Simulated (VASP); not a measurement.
**KF: single point with r2SCAN**

Crystal: KF.

```
K F
1.0
    -0.57939    2.41744    2.41744
     2.41744   -0.57939    2.41744
     2.41744    2.41744   -0.57939
K F
1 1
Direct
  0.00000 0.00000 0.00000
  0.50000 0.50000 0.50000
```

This cell differs from its parent crystal: ratio of the length along [111] to the lengths across it x 0.71, volume and fractional coordinates fixed.

```yaml
Program: VASP 6.6.1
Task: single point
Functional: r2SCAN
Potentials_or_basis: VASP PAW PBE potentials, release 64 (K_sv, F)
Cutoff: 520 eV
k_mesh: 8 × 8 × 8
Occupations: gaussian, width 0.05 eV
Spin: no spin polarisation
Dipole_correction: no
Further_INCAR_settings: ALGO = Normal; EDIFF = 1e-06; NBANDS = 15
```

```yaml
Pressure: -2.5 GPa
Band_gap_on_the_k_mesh: 6.52 eV, direct
```

Stress tensor (GPa, compression positive):
```
-2.51  1.04  1.04
 1.04 -2.51  1.04
 1.04  1.04 -2.51
```

Levels at points of the mesh, in eV from the valence-band top:
```
           k point  band 4  band 5  band 6  band 7  band 8  band 9  band 10  band 11  band 12  band 13
(0.00, 0.00, 0.00)  -10.24  -10.22   -0.15   -0.15    0.00    6.52     9.70     9.70    13.53    13.53
(0.50, 0.00, 0.00)  -10.18  -10.17   -0.99   -0.42   -0.13    9.25    10.74    10.85    13.73    13.99
(0.50, 0.50, 0.00)  -10.61  -10.20   -0.52   -0.38   -0.08    8.68    10.15    12.73    13.36    13.45
(0.50, 0.50, 0.50)  -10.45  -10.45   -0.92   -0.78   -0.78    9.77    12.28    12.28    12.45    15.31
```

It took 63 s on 1 thread of Intel(R) Xeon(R) 6975P-C (Granite Rapids), on a shared host, peak memory 0.18 GiB.

Caveat: the PAW data sets were made with another functional, which shifts forces and pressure a little. A k mesh can miss the band edges.
